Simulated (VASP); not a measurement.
Runs of VASP 6.6.1 on YAu. The structure is that of space group Pm-3m (No. 221), or close to it. The cells are those of the table. 

```csv
cell,gap on the mesh (eV),pressure (GPa)
"a = 3.588 Å, 2 atoms",none,-5.5
"a = 3.499 Å, 2 atoms",none,1.5
"a = 3.646 Å, 2 atoms",none,(a)
"a = 3.468 Å, 2 atoms",none,(b)
"a = 3.436 Å, 2 atoms",none,8.5
```

Alike in all rows: task single point; level LDA; potentials or basis VASP PAW LDA potentials, release 64 (Y_sv, Au); no spin polarisation; k mesh 7 × 7 × 7; cutoff (eV) 500; smearing methfessel-paxton 0.1 eV.

Question: Estimate the missing entries.

Answer: (a) -8.8; (b) 4.7.

Caveats: spin-orbit coupling is left out, which moves the levels of the heavy elements.

A k mesh can miss the band edges, and the runs leave out spin-orbit coupling on Au, Y.

A gap of «none» marks levels without a gap at the run's occupations.
